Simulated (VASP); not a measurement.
# TaN (P1) in VASP: single point with PBEsol

Aim: the single point of TaN with PBEsol.

Program: VASP 6.6.1. These are calculated values, not measurements. Logs are shortened: lines on timing, memory, paths and dates and some standing lists are left out, and cuts for length are marked.

### Step 1. The cell of the first run

The typed cell holds 8 atoms: a = 3.122 Å, b = 3.122 Å, c = 12.183 Å, α = 83.87°, β = 85.10°, γ = 60.00°.

### Step 2. Single point, PBEsol (the part above a cut slid along it)

The input, INCAR:

```
SYSTEM = TaN
PREC = Accurate
ENCUT = 520
EDIFF = 1E-6
ISMEAR = 0
SIGMA = 0.15
LREAL = .False.
LASPH = .True.
NELM = 60
ALGO = Fast
ISIF = 2
LWAVE = .False.
LCHARG = .False.
GGA = PS
NBANDS = 42
```

The input, KPOINTS:

```
regular mesh
0
Gamma
  14 14 4
  0 0 0
```

The input, POSCAR:

```
TaN
1.0
   -3.1222862254      0.0000000000      0.0000000000
   -1.5611431127     -2.7039791891      0.0000000000
   -1.0407620751     -0.9013263964     12.1049231048
Ta N
4 4
Direct
    0.1802009035      0.0270684736      0.9187945792
    0.2635342368      0.1937351403      0.4187945792
    0.6385342368      0.6104018069      0.1687945792
    0.5552009035      0.4437351403      0.6687945792
    0.3197990965      0.3062648597      0.0812054208
    0.2364657632      0.1395981931      0.5812054208
    0.6114657632      0.5562648597      0.3312054208
    0.5281324299      0.3895981931      0.8312054208
```

Potentials or basis: VASP PAW PBE potentials, release 64 (Ta_pv, N).

Started as:

```bash
> cat potpaw_PBE.64/Ta_pv/POTCAR potpaw_PBE.64/N/POTCAR > POTCAR
> mpirun -np 1 vasp_std > vasp.out
```

OUTCAR:

```text
SYSTEM = TaN
   PREC = Accurate
   ENCUT = 520
   EDIFF = 1E-6
   ISMEAR = 0
   LREAL = .False.
   LASPH = .True.
   NELM = 60
   ISIF = 2
   GGA = PS

 ion  position               nearest neighbor table
   1  0.180  0.027  0.919-   8 2.09   8 2.09   8 2.09   5 2.40   3 3.32   4 3.52   4 3.52   4 3.52
                             3 3.56
   2  0.264  0.194  0.419-   6 1.97   7 2.09   7 2.09   7 2.09   3 3.52   4 3.52   3 3.52   4 3.52
                             4 3.52   3 3.52
   3  0.639  0.610  0.169-   7 1.97   5 2.09   5 2.09   5 2.09   1 3.32   2 3.52   2 3.52   2 3.52
                             1 3.56
   4  0.555  0.444  0.669-   8 1.97   6 2.09   6 2.09   6 2.09   2 3.52   1 3.52   1 3.52   2 3.52
                             2 3.52   1 3.52
   5  0.320  0.306  0.081-   3 2.09   3 2.09   3 2.09   1 2.40
   6  0.236  0.140  0.581-   2 1.97   4 2.09   4 2.09   4 2.09
   7  0.611  0.556  0.331-   3 1.97   2 2.09   2 2.09   2 2.09
   8  0.528  0.390  0.831-   4 1.97   1 2.09   1 2.09   1 2.09

  LATTYP: Found a triclinic cell.
 ALAT       =     3.1222862254
 B/A-ratio  =     1.0000000000
 C/A-ratio  =     4.0073006244
 COS(alpha) =     0.0207953785
 COS(beta)  =     0.2287491637
 COS(gamma) =     0.5000000000

  Lattice vectors:

 A1 = (   1.5611431127,  -2.7039791891,   0.0000000000)
 A2 = (  -1.5611431127,  -2.7039791891,   0.0000000000)
 A3 = (   2.6019051878,  -1.8026527927, -12.1049231048)

Analysis of symmetry for initial positions (statically):
=====================================================================
 Subroutine PRICEL returns:
 Original cell was already a primitive cell.

 Routine SETGRP: Setting up the symmetry group for a
 triclinic supercell.

 Subroutine GETGRP returns: Found  1 space group operations
 (whereof  1 operations were pure point group operations)
 out of a pool of  2 trial point group operations.

The static configuration has the point symmetry C_1 .

Analysis of symmetry for dynamics (positions and initial velocities):
=====================================================================
 Subroutine PRICEL returns:
 Original cell was already a primitive cell.

 Routine SETGRP: Setting up the symmetry group for a
 triclinic supercell.

 Subroutine GETGRP returns: Found  1 space group operations
 (whereof  1 operations were pure point group operations)
 out of a pool of  2 trial point group operations.

The dynamic configuration has the point symmetry C_1 .

 Subroutine INISYM returns: Found  1 space group operations
 (whereof  1 operations are pure point group operations),
 and found     1 'primitive' translations

----------------------------------------------------------------------------------------

                                     Primitive cell

  volume of cell :     102.1970

  direct lattice vectors                    reciprocal lattice vectors
    -3.122286225  0.000000000  0.000000000    -0.320278132  0.184912666 -0.013768503
    -1.561143113 -2.703979189  0.000000000     0.000000000 -0.369825332 -0.027537005
    -1.040762075 -0.901326396 12.104923105     0.000000000  0.000000000  0.082611016

  length of vectors
     3.122286225  3.122286225 12.182969192     0.370081542  0.370849110  0.082611016

  position of ions in fractional coordinates (direct lattice)
     0.180200904  0.027068474  0.918794579
     0.263534237  0.193735140  0.418794579
     0.638534237  0.610401807  0.168794579
     0.555200904  0.443735140  0.668794579
     0.319799096  0.306264860  0.081205421
     0.236465763  0.139598193  0.581205421
     0.611465763  0.556264860  0.331205421
     0.528132430  0.389598193  0.831205421

  ion indices of the primitive-cell ions
   primitive index   ion index
                 1           1
                 2           2
                 3           3
                 4           4
                 5           5
                 6           6
                 7           7
                 8           8

----------------------------------------------------------------------------------------

 KPOINTS: regular mesh

Automatic generation of k-mesh.
 Grid dimensions read from file:
 generate k-points for:   14   14    4

 Generating k-lattice:

  Cartesian coordinates                     Fractional coordinates (reciprocal lattice)
    -0.022877009  0.013208048 -0.000983464     0.071428571  0.000000000 -0.000000000
     0.000000000 -0.026416095 -0.001966929     0.000000000  0.071428571  0.000000000
     0.000000000  0.000000000  0.020652754     0.000000000  0.000000000  0.250000000

  Length of vectors
     0.026434396  0.026489222  0.020652754

  Shift w.r.t. Gamma in fractional coordinates (k-lattice)
     0.000000000  0.000000000  0.000000000

 Subroutine IBZKPT returns following result:
 ===========================================

 Found    396 irreducible k-points:

 Following reciprocal coordinates:
            Coordinates               Weight
  0.000000  0.000000  0.000000      1.000000
  0.071429  0.000000  0.000000      2.000000
  0.142857  0.000000  0.000000      2.000000
  0.214286  0.000000  0.000000      2.000000
  0.285714  0.000000  0.000000      2.000000
  0.357143  0.000000  0.000000      2.000000
[... 16 lines left out ...]
  0.000000  0.142857 -0.000000      2.000000
  0.071429  0.142857 -0.000000      2.000000
 [... further k-points ...]
   k-points           NKPTS =    396   k-points in BZ     NKDIM =    396   number of bands    NBANDS=     42
   number of dos      NEDOS =    301   number of ions     NIONS =      8
   total plane-waves  NPLWV =  55296
   dimension x,y,z NGX =    24 NGY =   24 NGZ =   96
   dimension x,y,z NGXF=    48 NGYF=   48 NGZF=  192
   ions per type =               4   4
   NGX,Y,Z   is equivalent  to a cutoff of  12.78, 12.78, 13.10 a.u.
   NGXF,Y,Z  is equivalent  to a cutoff of  25.56, 25.56, 26.20 a.u.
 SYSTEM =  TaN
   PREC   = accura    normal or accurate (medium, high low for compatibility)
   ISTART =      0    job   : 0-new  1-cont  2-samecut
   ICHARG =      2    charge: 1-file 2-atom 10-const
   ISPIN  =      1    spin polarized calculation?
   LNONCOLLINEAR =      F non collinear calculations
   LSORBIT =      F    spin-orbit coupling
   LASPH  =      T    aspherical Exc in radial PAW
   ENCUT  =  520.0 eV  38.22 Ry    6.18 a.u.   5.81  5.81 22.65*2*pi/ulx,y,z
   NELM   =     60;   NELMIN=  2; NELMDL= -5     # of ELM steps
   EDIFF  = 0.1E-05   stopping-criterion for ELM
   LREAL  =      F    real-space projection
[... 7 lines left out ...]
   TEBEG  =    0.0;   TEEND  =   0.0 temperature during run
   PSTRESS=    0.0 pullay stress
   NELECT =      64.0000    total number of electrons
   NUPDOWN=      -1.0000    fix difference up-down
   EMIN   =  10.00;   EMAX   =-10.00  energy-range for DOS
   EFERMI =   0.00;   METHOD = LEGACY
   ISMEAR =     0;   SIGMA  =   0.15  broadening in eV -4-tet -1-fermi 0-gaus
   EFERMI_NEDOS =   21; number of points for ismear=-14 and -15
   IALGO  =     68    algorithm
   IMIX   =      4    mixing-type and parameters
     AMIX     =   0.40;   BMIX     =  1.00
     AMIX_MAG =   1.60;   BMIX_MAG =  1.00
  volume/ion in A,a.u.               =      12.77        86.21
  Fermi-wavevector in a.u.,A,eV,Ry     =   1.400626  2.646799 26.691265  1.961753
  Thomas-Fermi vector in A             =   2.523568
   LORBIT       =      0    0 simple, 1 ext, 2 COOP (PROOUT), +10 PAW based schemes
   GGA     = PS    functional components
   LHFCALC =     F    Hartree Fock is set to
   AEXX    =    0.0000 exact exchange contribution
   IVDW    =     0    specifies the selected vdW correction
   LEPSILON=     F    determine dielectric tensor
   LRPA    =     F    only Hartree local field effects (RPA)
 non-spin polarized calculation
 RMM-DIIS sequential band-by-band and
 Gauss-broadening in eV      SIGMA  =   0.15
  energy-cutoff  :      520.00
  volume of cell :      102.20
 maximum number of plane-waves:      2774
   NGX = 11   NGY = 11   NGZ = 45

 number of electron      64.0000002 magnetization

 Free energy of the ion-electron system (eV)
  ---------------------------------------------------
  ext. energy  EPLUGINS =         0.00000000
  ---------------------------------------------------
  free energy    TOTEN  =       -90.86028162 eV

  energy without entropy =      -90.83415593  energy(sigma->0) =      -90.84721878

 E-fermi :   6.5943     XC(G=0): -12.4321

 val. band max:        6.5896028113   @ k =  -0.4286   0.2857   0.2500
 cond. band min:       6.5947229064   @ k =   0.1429   0.0714   0.2500
 fundamental gap:      0.0051200951
 Fermi energy:         6.5942643224

 k-point     1 :       0.0000    0.0000    0.0000
  band No.  band energies     occupation
      1     -29.2812      2.00000
      2     -28.8692      2.00000
      3     -28.7975      2.00000
      4     -28.7914      2.00000
      5     -28.7227      2.00000
      6     -28.5468      2.00000
[... 34 lines left out ...]
     41       9.4511      0.00000
     42       9.6358      0.00000

 k-point     2 :       0.0714    0.0000    0.0000
  band No.  band energies     occupation
      1     -29.2758      2.00000
      2     -28.8650      2.00000
      3     -28.8222      2.00000
      4     -28.8026      2.00000
      5     -28.7174      2.00000
      6     -28.5449      2.00000
[... 34 lines left out ...]
     41       9.3908      0.00000
     42       9.8633      0.00000

 k-point     3 :       0.1429    0.0000    0.0000
  band No.  band energies     occupation
      1     -29.2612      2.00000
      2     -28.9107      2.00000
      3     -28.8435      2.00000
      4     -28.8206      2.00000
      5     -28.7052      2.00000
      6     -28.5404      2.00000
[... 897 lines left out ...]
      4     -28.8188      2.00000
      5     -28.7048      2.00000
      6     -28.5403      2.00000
[... 34 lines left out ...]
     41       9.5539      0.00000
     42      10.4031      0.00000

 k-point    24 :       0.0714    0.1429   -0.0000
  band No.  band energies     occupation
      1     -29.2648      2.00000
      2     -28.8899      2.00000
      3     -28.8472      2.00000
      4     -28.8118      2.00000
      5     -28.7090      2.00000
      6     -28.5415      2.00000
[... 34 lines left out ...]
     41       9.4981      0.00000
     42       9.9124      0.00000

 [... further k-points ...]

------------------------ aborting loop because EDIFF is reached ----------------------------------------

  FORCE on cell =-STRESS in cart. coord.  units (eV):
  Direction    XX          YY          ZZ          XY          YZ          ZX
  --------------------------------------------------------------------------------------
  -------------------------------------------------------------------------------------
  Total       -1.4550170     -2.4735733     -4.1038717     -1.1163117      0.4619997      1.1802723
  in kB      -22.8108016    -38.7790591    -64.3378091    -17.5008024      7.2429290     18.5035346
  external PRESSURE =     -41.9758899 kB  Pullay stress =       0.0000000 kB

 VOLUME and BASIS-vectors are now :
 -----------------------------------------------------------------------------
  energy-cutoff  :      520.00
  volume of cell :      102.20
      direct lattice vectors                 reciprocal lattice vectors
    -3.122286225  0.000000000  0.000000000    -0.320278132  0.184912666 -0.013768503
    -1.561143113 -2.703979189  0.000000000     0.000000000 -0.369825332 -0.027537005
    -1.040762075 -0.901326396 12.104923105     0.000000000  0.000000000  0.082611016

 POSITION                                       TOTAL-FORCE (eV/Angst)
 -----------------------------------------------------------------------------------
     -1.56114     -0.90133     11.12194        -0.629661     -0.516387      1.694402
     -1.56114     -0.90133      5.06948         0.022994     -0.034491     -0.121789
     -3.12229     -1.80265      2.04325         0.176907     -0.002137      0.150311
     -3.12229     -1.80265      8.09571         0.033962     -0.003669      0.146146
     -1.56114     -0.90133      0.98299         0.257622      0.329403     -2.858810
     -1.56114     -0.90133      7.03545        -0.014085      0.000722     -0.099307
     -3.12229     -1.80265      4.00922         0.029108      0.036748      0.313723
     -3.12229     -1.80265     10.06168         0.123154      0.189811      0.775324
 -----------------------------------------------------------------------------------
    total drift:                                0.000047     -0.000001     -0.000229

  FREE ENERGIE OF THE ION-ELECTRON SYSTEM (eV)
  ---------------------------------------------------
  free  energy   TOTEN  =       -90.8602816241 eV

  energy  without entropy=      -90.8341559343  energy(sigma->0) =      -90.84721878
```

Wall time 63 min (1 thread of Oxide Virtual Turin-like, shared host); peak memory 1.1 GiB.

Results:

| Property | Result |
| --- | --- |
| Free energy | -90.8603 eV |
| Pressure | -4.2 GPa |
| Largest force | 2.889 eV/Å |
| Band gap on the k mesh | zero (bands 32 and 33 overlap by 0.28 eV) |

Forces in eV/Å, atoms in the order of the input:
```
Ta  -0.630 -0.516  1.694
Ta   0.023 -0.034 -0.122
Ta   0.177 -0.002  0.150
Ta   0.034 -0.004  0.146
N    0.258  0.329 -2.859
N   -0.014  0.001 -0.099
N    0.029  0.037  0.314
N    0.123  0.190  0.775
```

Caveat: the cell differs from its parent crystal (the part above a cut slid along it); the cell stands under tension; the PAW data sets were made with another functional, which shifts forces and pressure a little; spin-orbit coupling is left out, which moves the levels of the heavy elements.
